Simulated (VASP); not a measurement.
# Mg3CdTe4: relaxation of the atoms with PBE

Crystal: Mg3CdTe4.

```
Mg Cd Te
1.0
     6.26332    0.00000    0.00000
     0.00000    6.26332    0.00000
     0.00000    0.00000    6.26332
Mg Cd Te
3 1 4
Direct
  0.00000 0.00000 0.50000
  0.00000 0.50000 0.00000
  0.50000 0.00000 0.00000
  0.50000 0.50000 0.50000
  0.75382 0.75382 0.75382
  0.75382 0.24618 0.24618
  0.24618 0.75382 0.24618
  0.24618 0.24618 0.75382
```

- Program: VASP 6.6.1
- Task: relaxation of the atoms
- Functional: PBE
- Potentials or basis: VASP PAW PBE potentials, release 64 (Mg, Cd, Te)
- Cutoff: 520 eV
- k mesh: 4 × 4 × 4
- Occupations: gaussian, width 0.02 eV
- Spin: no spin polarisation
- Dipole correction: no
- Further INCAR settings: ALGO = Normal; EDIFF = 1e-06; IBRION = 2; EDIFFG = -0.01; NSW = 50

| Quantity | Value |
| --- | --- |
| Energy gained by relaxing | 0.1 meV/atom |
| Ionic steps | 3 |
| Pressure after relaxing | 5.8 GPa |
| Band gap on the k mesh | 2.18 eV |

The path:
| step | energy change (eV) | largest force (eV/Å) | pressure (GPa) |
| --- | --- | --- | --- |
| 1 | 0.0000 | 0.0443 | 5.81 |
| 2 | -0.0003 | 0.0246 | 5.80 |
| 3 | -0.0004 | 0.0003 | 5.79 |

Final structure:
```
Mg Cd Te
1.0
     6.26332    0.00000    0.00000
     0.00000    6.26332    0.00000
     0.00000    0.00000    6.26332
Mg Cd Te
3 1 4
Direct
  0.00000 0.00000 0.50000
  0.00000 0.50000 0.00000
  0.50000 0.00000 0.00000
  0.50000 0.50000 0.50000
  0.75427 0.75427 0.75427
  0.75427 0.24573 0.24573
  0.24573 0.75427 0.24573
  0.24573 0.24573 0.75427
```

Levels at points of the mesh, in eV from the valence-band top:
```csv
k point,band 17,band 18,band 19,band 20,band 21,band 22,band 23,band 24,band 25,band 26
"(0.00, 0.00, 0.00)",-1.53,-1.53,0.00,0.00,0.00,2.18,2.66,2.66,2.66,2.97
"(0.50, 0.00, 0.00)",-1.88,-0.98,-0.98,-0.78,-0.78,3.63,3.79,3.96,4.22,4.61
"(0.50, 0.50, 0.00)",-1.89,-0.77,-0.56,-0.52,-0.52,3.79,4.27,4.27,4.39,5.77
"(0.50, 0.50, 0.50)",-0.61,-0.61,-0.41,-0.41,-0.41,2.33,3.34,3.34,3.34,5.35
```

Run time: 4.7 min on 1 thread of AMD EPYC 7571, on a shared host, peak memory 0.34 GiB.

Caveat: spin-orbit coupling is left out, which moves the levels of the heavy elements. A k mesh can miss the band edges.
